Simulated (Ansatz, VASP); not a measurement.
# Two plane-wave programs on GaAs

```xyz
2
Lattice="0.0000 2.8723 2.8723 2.8723 0.0000 2.8723 2.8723 2.8723 0.0000" Properties=species:S:1:pos:R:3 pbc="T T T"
Ga    0.0000    0.0000    0.0000
As    1.4362    1.4362    1.4362
```

Alike in both runs: functional PBE; k mesh 10 × 10 × 10; occupations fermi-dirac, width 0.02 eV; no spin polarisation.

Ansatz relaxed the structure, and its values are those at the end. VASP's run is a single point on that final structure, the one shown.

```csv
,VASP,Ansatz
version,VASP 6.6.1,Ansatz 0.2.0
potentials or method,"VASP PAW PBE potentials, release 64 (Ga_d, As)","PAW with Ansatz's default frozen-core files, scalar-relativistic"
plane-wave cutoff (eV),520,420
valence electrons in the cell,18,28
```

```csv
,VASP,Ansatz,Ansatz less VASP
pressure (GPa),0.2,0.0,-0.17
```

VASP's potentials hold 18 valence electrons a cell and Ansatz's 28, so a difference there can come from the potentials and not from the codes.
